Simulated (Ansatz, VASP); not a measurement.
Two plane-wave programs on InSe2

File INCAR:

```
SYSTEM = InSe2
  ALGO = Normal
  EDIFF = 1E-6
  ENCUT = 520
  ISIF = 2
  ISMEAR = 0
  LASPH = .TRUE.
  LCHARG = .FALSE.
  LREAL = .FALSE.
  LWAVE = .FALSE.
  NBANDS = 34
  NELM = 100
  PREC = Accurate
  SIGMA = 0.1
```

File KPOINTS:

```
k-points
0
G
  10 10 4
  0 0 0
```

Contents of POSCAR:

```
InSe2
1.0
    3.8948930000      0.0000000000      0.0000000000
    0.0000000000      3.8948930000      0.0000000000
    0.0000000000      0.0000000000      9.6262310000
In Se
2 4
Direct
    0.0000000000      0.5000000000      0.7064680000
    0.5000000000      0.0000000000      0.2935320000
    0.0000000000      0.5000000000      0.3662120000
    0.5000000000      0.0000000000      0.6337880000
    0.0000000000      0.0000000000      0.0000000000
    0.5000000000      0.5000000000      0.0000000000
```

Input for Ansatz:

```yaml
crystal:
  lattice:
    - [3.894893, 0.0, 0.0]
    - [0.0, 3.894893, 0.0]
    - [0.0, 0.0, 9.626231]
  atoms:
    - { symbol: In, position: [0.0, 0.5, 0.706468] }
    - { symbol: In, position: [0.5, 0.0, 0.293532] }
    - { symbol: Se, position: [0.0, 0.5, 0.366212] }
    - { symbol: Se, position: [0.5, 0.0, 0.633788] }
    - { symbol: Se, position: [0.0, 0.0, 0.0] }
    - { symbol: Se, position: [0.5, 0.5, 0.0] }
basis:
  ecutwfc: 420
kpoints:
  mp_grid: { grid: [10, 10, 4] }
hamiltonian:
  xc: lda
scf:
  occupations: { method: gaussian, width: 0.1 }
output:
  forces: true
  stress: true
  eigenvalues: true
```

Alike in both runs: task single point; functional LDA; k mesh 10 × 10 × 4; occupations gaussian, width 0.1 eV; no spin polarisation.

```csv
,VASP,Ansatz
version,VASP 6.6.1,Ansatz 0.2.0
potentials or method,"VASP PAW LDA potentials, release 64 (In_d, Se), cutoff 520 eV","scalar-relativistic, plane waves, PAW"
valence electrons in the cell,50,90
```

Ansatz gave:

| Property | Result |
| --- | --- |
| gap on the k mesh at the Fermi level (eV) | none |
| pressure (GPa) | -4.9 |
| traceless stress, the component that is largest in VASP (GPa) | 1.73 |
| rms of the force components (eV/Å) | 0.066 |

Q: Which values does VASP return?

A: gap on the k mesh at the Fermi level (eV): none; pressure (GPa): -4.8; traceless stress, the component that is largest in VASP (GPa): 1.63; rms of the force components (eV/Å): 0.063.

LDA's correlation is that of Perdew and Zunger in VASP and of Perdew and Wang (1992) in Ansatz. Atom by atom the forces differ by 0.003 eV/Å (rms over components). A gap of «none» marks a metal or a gap that the smearing closes. VASP's potentials hold 50 valence electrons a cell and Ansatz's 90, so a difference there can come from the potentials and not from the codes.
